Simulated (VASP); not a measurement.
Write the native input for VASP 6.6.1 that does the following.

```
Task                   : single point
Functional             : PBEsol
Potentials or basis    : VASP PAW PBE potentials, release 64 (Yb)
Cutoff                 : 520 eV
k mesh                 : 12 × 12 × 6
Occupations            : fermi-dirac, width 0.1 eV
Spin                   : no spin polarisation
Dipole correction      : no
Further INCAR settings : ALGO = Normal; EDIFF = 1e-06; NBANDS = 31
```

The structure of Yb lies in POSCAR:

```
Yb
1.0
    3.4703936819      0.0000000000      0.0000000000
   -1.7351968409      3.0054490897      0.0000000000
    0.0000000000      0.0000000000      5.6938209059
Yb
2
Direct
    0.3333333333      0.6666666667      0.2500000000
    0.6666666667      0.3333333333      0.7500000000
```

This isn't the form of Yb at room conditions, which is fcc.

One way to write it, as run:

INCAR

```
SYSTEM = Yb
PREC = Accurate
ENCUT = 520
EDIFF = 1E-6
ISMEAR = -1
SIGMA = 0.1
LREAL = .FALSE.
LASPH = .TRUE.
NELM = 60
ALGO = Normal
ISIF = 2
LWAVE = .FALSE.
LCHARG = .FALSE.
GGA = PS
NBANDS = 31
```

KPOINTS

```
regular mesh
0
G
  12 12 6
  0 0 0
```

Potentials or basis: VASP PAW PBE potentials, release 64 (Yb).

Launch:

```sh
$ cat potpaw_PBE.64/Yb/POTCAR > POTCAR
$ mpirun -np 1 vasp_std > vasp.out
```

It gave:

- Pressure: 2.7 GPa
- Band gap on the k mesh: zero (bands 24 and 25 overlap by 0.45 eV)

Caveat: the PAW data sets were made with another functional, which shifts forces and pressure a little; spin-orbit coupling is left out, which moves the levels of the heavy elements.

Wall time 4.4 min on 1 thread of Intel Xeon 8259CL (shared host), peak memory 0.27 GiB.
